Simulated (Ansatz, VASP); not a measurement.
**Two plane-wave programs on AlB3P4**

```xyz
8
Lattice="-2.4051 2.4051 4.7807 2.4051 -2.4051 4.7807 2.4051 2.4051 -4.7807" Properties=species:S:1:pos:R:3 pbc="T T T"
Al    0.0000    0.0000    0.0000
B     0.0000    0.0000    4.7807
B     2.4051    0.0000    2.3904
B     0.0000    2.4051    2.3904
P     1.0715    1.0715    3.4941
P     1.3336    1.3336   -1.2866
P    -1.0715    1.0715    6.0673
P     1.0715   -1.0715    6.0673
```

Alike in both runs: functional PBE; k mesh 6 × 6 × 6; occupations gaussian, width 0.1 eV; no spin polarisation.

Ansatz relaxed the structure, and its values are those at the end. VASP's run is a single point on that final structure, the one shown.

|  | VASP | Ansatz |
| --- | --- | --- |
| version | VASP 6.6.1 | Ansatz 0.2.0 |
| potentials or method | VASP PAW PBE potentials, release 64 (Al, B, P), cutoff 520 eV | scalar-relativistic, plane waves, PAW |
| valence electrons in the cell | 32 | 32 |

```tsv
	VASP	Ansatz	Ansatz less VASP
gap on the k mesh at the Fermi level (eV)	0.94	0.94	+0.002
least direct gap on the mesh (eV)	0.94	0.94	+0.002
pressure (GPa)	-0.2	0.0	+0.17
```

With one functional, cell and mesh, what is left measures potentials, basis and numerics.
